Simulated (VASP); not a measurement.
Here is a VASP 6.6.1 calculation.

File INCAR:

```
PREC = Accurate ; ENCUT = 520
EDIFF = 1E-6 ; ISMEAR = 0
SIGMA = 0.1 ; LREAL = F
LASPH = T ; NELM = 100
ALGO = Normal ; ISIF = 2
LWAVE = F ; LCHARG = F
GGA = PE ; IVDW = 12
NBANDS = 8
```

The input KPOINTS:

```
Automatic mesh
0
Gamma
  18 18 18
```

Contents of POSCAR:

```
Li
1.0
    0.0000000000      2.1294437179      2.1294437179
    2.1294437179      0.0000000000      2.1294437179
    2.1294437179      2.1294437179      0.0000000000
Li
1
Direct
    0.0000000000      0.0000000000      0.0000000000
```

Potentials or basis: VASP PAW PBE potentials, release 64 (Li_sv).

The run is started by

```console
$ cat potpaw_PBE.64/Li_sv/POTCAR > POTCAR
$ mpirun -np 1 vasp_std > vasp.out
```

(1) Predict the dispersion energy per atom.

Answers

(1) -0.177 eV.
